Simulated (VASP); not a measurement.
Set up this calculation in VASP 6.6.1, as the native input.

```
Task                   : single point
Functional             : PBE
Potentials or basis    : VASP PAW PBE potentials, release 64 (Mg)
Cutoff                 : 520 eV
k mesh                 : 12 × 12 × 7
Occupations            : fermi-dirac, width 0.3 eV
Spin                   : no spin polarisation
Dipole correction      : no
Further INCAR settings : ALGO = Normal; EDIFF = 1e-06; NBANDS = 9
```

The structure of Mg lies in POSCAR:

```
Mg
1.0
    3.1659257641      0.0000000000      0.0000000000
   -1.5829628820      2.7417718142      0.0000000000
    0.0000000000      0.0000000000      5.1398819084
Mg
2
Direct
    0.3333333333      0.6666666667      0.2500000000
    0.6666666667      0.3333333333      0.7500000000
```

The input as run:

INCAR

```
SYSTEM = Mg
PREC = Accurate
ENCUT = 520
EDIFF = 1E-6
ISMEAR = -1
SIGMA = 0.3
LREAL = .FALSE.
LASPH = .TRUE.
NELM = 60
ALGO = Normal
ISIF = 2
LWAVE = .FALSE.
LCHARG = .FALSE.
GGA = PE
NBANDS = 9
```

KPOINTS

```
Automatic mesh
0
G
  12 12 7
  0 0 0
```

Potentials or basis: VASP PAW PBE potentials, release 64 (Mg).

The run is started by

```console
$ cat potpaw_PBE.64/Mg/POTCAR > POTCAR
$ mpirun -np 1 vasp_std > vasp.out
```

It gave:

```yaml
Pressure: 1.3 GPa
Band_gap_on_the_k_mesh: zero (band 2 reaches 3.79 eV, above the bottom of band 3 at 1.54 eV)
```

Run time: 23 s on 1 thread of AMD EPYC 7R43 64-Core Processor (Zen 3), with other jobs on the host, peak memory 0.14 GiB.
